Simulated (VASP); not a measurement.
# Ag (Fm-3m) in VASP: a series of runs

Runs on Ag. Level: PBEsol. Tasks: single point, relaxation of cell and atoms.

Everything below comes from runs of VASP 6.6.1. Logs are shortened: lines on timing, memory, paths and dates and some standing lists are left out, and cuts for length are marked.

### 1 The cell of the first run

Symmetry: Fm-3m, No. 225, cubic system. Conventional cell: a = 4.055 Å, b = 4.055 Å, c = 4.055 Å, α = 90.00°, β = 90.00°, γ = 90.00°. Within 3.8 Å of Ag (site symmetry m-3m) lie 12 Ag at 2.87 Å.

### 2 Single point, PBEsol

INCAR reads:

```
PREC     = Accurate       # precision mode
ENCUT    = 520            # plane-wave cutoff, eV
EDIFF    = 1E-6           # SCF threshold, eV
ISMEAR   = 0              # smearing method
SIGMA    = 0.1            # smearing width, eV
LREAL    = False          # projectors in reciprocal space
LASPH    = True           # aspherical terms in the spheres
NELM     = 100            # most SCF steps
ALGO     = Fast           # electronic algorithm
ISIF     = 2              # what is computed and relaxed
LWAVE    = False          # write WAVECAR
LCHARG   = False          # write CHGCAR
GGA      = PS             # functional
NBANDS   = 12             # bands
```

KPOINTS reads:

```
Automatic mesh
0
Gamma
  18 18 18
```

POSCAR reads:

```
Ag
1.0
    0.0000000000      2.0273499581      2.0273499581
    2.0273499581      0.0000000000      2.0273499581
    2.0273499581      2.0273499581      0.0000000000
Ag
1
Direct
    0.0000000000      0.0000000000      0.0000000000
```

Potentials or basis: VASP PAW PBE potentials, release 64 (Ag).

Started as:

```sh
$ cat potpaw_PBE.64/Ag/POTCAR > POTCAR
$ mpirun -np 1 vasp_std > vasp.out
```

OUTCAR:

```text
PREC = Accurate
   ENCUT = 520
   EDIFF = 1E-6
   ISMEAR = 0
   LREAL = False
   LASPH = True
   NELM = 100
   ISIF = 2
   GGA = PS

 ion  position               nearest neighbor table
   1  0.000  0.000  0.000-

  LATTYP: Found a face centered cubic cell.
 ALAT       =     4.0546999162

  Lattice vectors:

 A1 = (   0.0000000000,   2.0273499581,   2.0273499581)
 A2 = (   2.0273499581,   0.0000000000,   2.0273499581)
 A3 = (   2.0273499581,   2.0273499581,   0.0000000000)

Analysis of symmetry for initial positions (statically):
=====================================================================
 Subroutine PRICEL returns:
 Original cell was already a primitive cell.

 Routine SETGRP: Setting up the symmetry group for a
 face centered cubic supercell.

 Subroutine GETGRP returns: Found 48 space group operations
 (whereof 48 operations were pure point group operations)
 out of a pool of 48 trial point group operations.

The static configuration has the point symmetry O_h .

Analysis of symmetry for dynamics (positions and initial velocities):
=====================================================================
 Subroutine PRICEL returns:
 Original cell was already a primitive cell.

 Routine SETGRP: Setting up the symmetry group for a
 face centered cubic supercell.

 Subroutine GETGRP returns: Found 48 space group operations
 (whereof 48 operations were pure point group operations)
 out of a pool of 48 trial point group operations.

The dynamic configuration has the point symmetry O_h .

 Subroutine INISYM returns: Found 48 space group operations
 (whereof 48 operations are pure point group operations),
 and found     1 'primitive' translations

----------------------------------------------------------------------------------------

                                     Primitive cell

  volume of cell :      16.6654

  direct lattice vectors                    reciprocal lattice vectors
     0.000000000  2.027349958  2.027349958    -0.246627376  0.246627376  0.246627376
     2.027349958  0.000000000  2.027349958     0.246627376 -0.246627376  0.246627376
     2.027349958  2.027349958  0.000000000     0.246627376  0.246627376 -0.246627376

  length of vectors
     2.867105806  2.867105806  2.867105806     0.427171145  0.427171145  0.427171145

  position of ions in fractional coordinates (direct lattice)
     0.000000000  0.000000000  0.000000000

  ion indices of the primitive-cell ions
   primitive index   ion index
                 1           1

----------------------------------------------------------------------------------------

 KPOINTS: Automatic mesh

Automatic generation of k-mesh.
 Grid dimensions read from file:
 generate k-points for:   18   18   18

 Generating k-lattice:

  Cartesian coordinates                     Fractional coordinates (reciprocal lattice)
    -0.013701521  0.013701521  0.013701521     0.055555556  0.000000000  0.000000000
     0.013701521 -0.013701521  0.013701521     0.000000000  0.055555556  0.000000000
     0.013701521  0.013701521 -0.013701521     0.000000000  0.000000000  0.055555556

  Length of vectors
     0.023731730  0.023731730  0.023731730

  Shift w.r.t. Gamma in fractional coordinates (k-lattice)
     0.000000000  0.000000000  0.000000000

 Subroutine IBZKPT returns following result:
 ===========================================

 Found    195 irreducible k-points:

 Following reciprocal coordinates:
            Coordinates               Weight
  0.000000  0.000000  0.000000      1.000000
  0.055556  0.000000  0.000000      8.000000
  0.111111  0.000000  0.000000      8.000000
  0.166667  0.000000  0.000000      8.000000
  0.222222  0.000000  0.000000      8.000000
  0.277778  0.000000  0.000000      8.000000
[... 16 lines left out ...]
 -0.277778  0.055556  0.000000     24.000000
 -0.222222  0.055556  0.000000     24.000000
 [... further k-points ...]
   k-points           NKPTS =    195   k-points in BZ     NKDIM =    195   number of bands    NBANDS=     12
   number of dos      NEDOS =    301   number of ions     NIONS =      1
   total plane-waves  NPLWV =  13824
   dimension x,y,z NGX =    24 NGY =   24 NGZ =   24
   dimension x,y,z NGXF=    48 NGYF=   48 NGZF=   48
   ions per type =               1
   NGX,Y,Z   is equivalent  to a cutoff of  13.92, 13.92, 13.92 a.u.
   NGXF,Y,Z  is equivalent  to a cutoff of  27.83, 27.83, 27.83 a.u.
 SYSTEM =  unknown system
   PREC   = accura    normal or accurate (medium, high low for compatibility)
   ISTART =      0    job   : 0-new  1-cont  2-samecut
   ICHARG =      2    charge: 1-file 2-atom 10-const
   ISPIN  =      1    spin polarized calculation?
   LNONCOLLINEAR =      F non collinear calculations
   LSORBIT =      F    spin-orbit coupling
   LASPH  =      T    aspherical Exc in radial PAW
   ENCUT  =  520.0 eV  38.22 Ry    6.18 a.u.   5.33  5.33  5.33*2*pi/ulx,y,z
   NELM   =    100;   NELMIN=  2; NELMDL= -5     # of ELM steps
   EDIFF  = 0.1E-05   stopping-criterion for ELM
   LREAL  =      F    real-space projection
   EDIFFG = 0.1E-04   stopping-criterion for IOM
   NSW    =      0    number of steps for IOM
   IBRION =     -1    ionic relax: 0-MD 1-quasi-New 2-CG
   NFREE  =      0    steps in history (QN), initial steepest desc. (CG)
   ISIF   =      2    stress and relaxation
   ISYM   =      2    0-nonsym 1-usesym 2-fastsym
   POTIM  = 0.5000    time-step for ionic-motion
   TEBEG  =    0.0;   TEEND  =   0.0 temperature during run
   PSTRESS=    0.0 pullay stress
   NELECT =      11.0000    total number of electrons
   NUPDOWN=      -1.0000    fix difference up-down
   EMIN   =  10.00;   EMAX   =-10.00  energy-range for DOS
   EFERMI =   0.00;   METHOD = LEGACY
   ISMEAR =     0;   SIGMA  =   0.10  broadening in eV -4-tet -1-fermi 0-gaus
   EFERMI_NEDOS =   21; number of points for ismear=-14 and -15
   IALGO  =     68    algorithm
   IMIX   =      4    mixing-type and parameters
     AMIX     =   0.40;   BMIX     =  1.00
     AMIX_MAG =   1.60;   BMIX_MAG =  1.00
  volume/ion in A,a.u.               =      16.67       112.46
  Fermi-wavevector in a.u.,A,eV,Ry     =   1.425390  2.693596 27.643451  2.031736
  Thomas-Fermi vector in A             =   2.545779
   LORBIT       =      0    0 simple, 1 ext, 2 COOP (PROOUT), +10 PAW based schemes
   GGA     = PS    functional components
   LHFCALC =     F    Hartree Fock is set to
   AEXX    =    0.0000 exact exchange contribution
   IVDW    =     0    specifies the selected vdW correction
   LEPSILON=     F    determine dielectric tensor
   LRPA    =     F    only Hartree local field effects (RPA)
 non-spin polarized calculation
 RMM-DIIS sequential band-by-band and
 Gauss-broadening in eV      SIGMA  =   0.10
  energy-cutoff  :      520.00
  volume of cell :       16.67
 maximum number of plane-waves:       464
 NGX is ok and might be reduce to    24
   NGX = 11   NGY = 11   NGZ = 11

 number of electron      11.0000001 magnetization

 Free energy of the ion-electron system (eV)
  ---------------------------------------------------
  ext. energy  EPLUGINS =         0.00000000
  ---------------------------------------------------
  free energy    TOTEN  =        -3.31212656 eV

  energy without entropy =       -3.31115681  energy(sigma->0) =       -3.31164169

 E-fermi :   8.5036     XC(G=0): -12.5487

 val. band max:        8.4600288084   @ k =   0.5000   0.1667   0.0556
 cond. band min:       8.6504228025   @ k =   0.5000   0.3333   0.1111
 fundamental gap:      0.1903939941
 Fermi energy:         8.5035847869

 k-point     1 :       0.0000    0.0000    0.0000
  band No.  band energies     occupation
      1       0.5517      2.00000
      2       3.6988      2.00000
      3       3.6988      2.00000
      4       3.6988      2.00000
      5       4.7888      2.00000
      6       4.7888      2.00000
      7      24.5858      0.00000
      8      28.2938      0.00000
      9      28.2938      0.00000
     10      28.2938      0.00000
     11      33.1712      0.00000
     12      34.4498      0.00000

 k-point     2 :       0.0556    0.0000    0.0000
  band No.  band energies     occupation
      1       0.6504      2.00000
      2       3.6746      2.00000
      3       3.7270      2.00000
      4       3.7270      2.00000
      5       4.7776      2.00000
      6       4.7776      2.00000
      7      24.6168      0.00000
      8      27.4536      0.00000
      9      28.3424      0.00000
     10      28.3424      0.00000
     11      33.3370      0.00000
     12      34.3203      0.00000

 k-point     3 :       0.1111    0.0000    0.0000
  band No.  band energies     occupation
      1       0.9357      2.00000
      2       3.6175      2.00000
      3       3.8005      2.00000
      4       3.8005      2.00000
      5       4.7555      2.00000
      6       4.7555      2.00000
      7      24.4281      0.00000
      8      26.0101      0.00000
      9      28.4643      0.00000
     10      28.4643      0.00000
     11      32.4864      0.00000
     12      33.8765      0.00000
[... 286 lines left out ...]
 k-point    23 :      -0.2778    0.0556    0.0000
  band No.  band energies     occupation
      1       2.1883      2.00000
      2       3.8348      2.00000
      3       3.9019      2.00000
      4       4.2879      2.00000
      5       4.9351      2.00000
      6       5.4359      2.00000
      7      18.0994      0.00000
      8      24.5588      0.00000
      9      26.8340      0.00000
     10      29.3339      0.00000
     11      31.0185      0.00000
     12      31.2686      0.00000

 k-point    24 :      -0.2222    0.0556    0.0000
  band No.  band energies     occupation
      1       2.0132      2.00000
      2       3.6823      2.00000
      3       3.9553      2.00000
      4       3.9648      2.00000
      5       4.7352      2.00000
      6       5.1140      2.00000
      7      20.2574      0.00000
      8      24.8805      0.00000
      9      27.3792      0.00000
     10      30.0240      0.00000
     11      30.4951      0.00000
     12      31.5420      0.00000

 [... further k-points ...]

------------------------ aborting loop because EDIFF is reached ----------------------------------------

  FORCE on cell =-STRESS in cart. coord.  units (eV):
  Direction    XX          YY          ZZ          XY          YZ          ZX
  --------------------------------------------------------------------------------------
  -------------------------------------------------------------------------------------
  Total       -0.0146170     -0.0146170     -0.0146170     -0.0000000     -0.0000000      0.0000000
  in kB       -1.4052437     -1.4052437     -1.4052437     -0.0000000     -0.0000000      0.0000000
  external PRESSURE =      -1.4052437 kB  Pullay stress =       0.0000000 kB

 VOLUME and BASIS-vectors are now :
 -----------------------------------------------------------------------------
  energy-cutoff  :      520.00
  volume of cell :       16.67
      direct lattice vectors                 reciprocal lattice vectors
     0.000000000  2.027349958  2.027349958    -0.246627376  0.246627376  0.246627376
     2.027349958  0.000000000  2.027349958     0.246627376 -0.246627376  0.246627376
     2.027349958  2.027349958  0.000000000     0.246627376  0.246627376 -0.246627376

 POSITION                                       TOTAL-FORCE (eV/Angst)
 -----------------------------------------------------------------------------------
      0.00000      0.00000      0.00000         0.000000      0.000000      0.000000
 -----------------------------------------------------------------------------------
    total drift:                               -0.000000      0.000000     -0.000000

  FREE ENERGIE OF THE ION-ELECTRON SYSTEM (eV)
  ---------------------------------------------------
  free  energy   TOTEN  =        -3.3121265634 eV

  energy  without entropy=       -3.3111568107  energy(sigma->0) =       -3.31164169
```

It took 34 s on 1 thread of Intel Xeon Platinum 8259CL at 2.50GHz (Skylake/Cascade Lake), shared host; peak memory 0.17 GiB.

Results:

```yaml
Free_energy: -3.3121 eV
Pressure: -0.1 GPa
```

Caveat: the PAW data sets were made with another functional, which shifts forces and pressure a little.

### 3 Relaxation of cell and atoms, PBEsol

This run uses another cell than the first one, of 17.83 Å³/atom, 1.070 times its volume.

INCAR reads:

```
SYSTEM = Ag
PREC = Accurate
ENCUT = 600
EDIFF = 1E-7
ISMEAR = 0
SIGMA = 0.1
LREAL = .False.
LASPH = .True.
NELM = 100
ALGO = Fast
ISIF = 3
LWAVE = .False.
LCHARG = .False.
GGA = PS
IBRION = 2
NSW = 70
EDIFFG = -0.005
```

KPOINTS reads:

```
Automatic mesh
0
Gamma
  18 18 18
  0 0 0
```

POSCAR reads:

```
Ag
1.0
    0.0000000000      2.0735892917      2.0735892917
    2.0735892917      0.0000000000      2.0735892917
    2.0735892917      2.0735892917      0.0000000000
Ag
1
Direct
    0.0000000000      0.0000000000      0.0000000000
```

Potentials or basis: VASP PAW PBE potentials, release 64 (Ag).

Started as:

```sh
$ cat potpaw_PBE.64/Ag/POTCAR > POTCAR
$ mpirun -np 1 vasp_std > vasp.out
```

Run time: 2.6 min. Hardware: 1 thread of Intel Xeon Platinum 8259CL at 2.50GHz (Skylake/Cascade Lake), shared host; peak memory 0.19 GiB.

The run converged. Its results:

| Item | Value |
| --- | --- |
| Free energy | -3.3128 eV |
| Relaxed volume | 16.64 Å³/atom |
| Relaxed cell | a = 2.866 Å, b = 2.866 Å, c = 2.866 Å, α = 60.00°, β = 60.00°, γ = 60.00° |
| Space group after relaxing (to 0.05 Å) | Fm-3m (No. 225) |
| Energy gained by relaxing | 27.7 meV/atom |
| Ionic steps | 14 |
| Pressure after relaxing | 0.0 GPa |

The path:
```csv
step,energy change (eV),largest force (eV/Å),pressure (GPa),volume (Å³)
1,0.0000,0.0000,-6.76,17.83
2,-0.0164,0.0000,5.63,15.96
3,-0.0277,0.0000,0.13,16.63
4,-0.0277,0.0000,-0.16,16.66
5,-0.0277,0.0000,-0.15,16.66
6,-0.0277,0.0000,-0.13,16.65
7,-0.0277,0.0000,-0.14,16.65
8,-0.0277,0.0000,-0.14,16.65
9,-0.0277,0.0000,-0.14,16.65
10,-0.0277,0.0000,-0.13,16.65
11,-0.0277,0.0000,-0.12,16.65
12,-0.0277,0.0000,-0.11,16.65
13,-0.0277,0.0000,-0.08,16.65
14,-0.0277,0.0000,-0.04,16.64
```

Final structure:
```cif
data_structure
_symmetry_space_group_name_H-M 'P 1'
_symmetry_Int_Tables_number 1
_cell_length_a 2.8657
_cell_length_b 2.8657
_cell_length_c 2.8657
_cell_angle_alpha 60.000
_cell_angle_beta 60.000
_cell_angle_gamma 60.000
_cell_volume 16.64
loop_
_atom_site_label
_atom_site_type_symbol
_atom_site_fract_x
_atom_site_fract_y
_atom_site_fract_z
_atom_site_occupancy
Ag1 Ag 0.00000 0.00000 0.00000 1
```

Levels at points of the mesh, in eV from the Fermi level:
| k point | band 2 | band 3 | band 4 | band 5 | band 6 | band 7 | band 8 | band 9 |
| --- | --- | --- | --- | --- | --- | --- | --- | --- |
| (0.00, 0.00, 0.00) | -4.81 | -4.81 | -4.81 | -3.72 | -3.72 | 16.08 | 19.80 | 19.80 |
| (0.50, 0.00, 0.00) | -4.83 | -4.83 | -2.88 | -2.88 | -0.48 | 3.77 | 15.32 | 18.11 |
| (0.50, 0.50, 0.00) | -6.39 | -2.91 | -2.67 | -2.67 | 1.57 | 6.96 | 10.77 | 10.77 |

Caveat: the PAW data sets were made with another functional, which shifts forces and pressure a little.
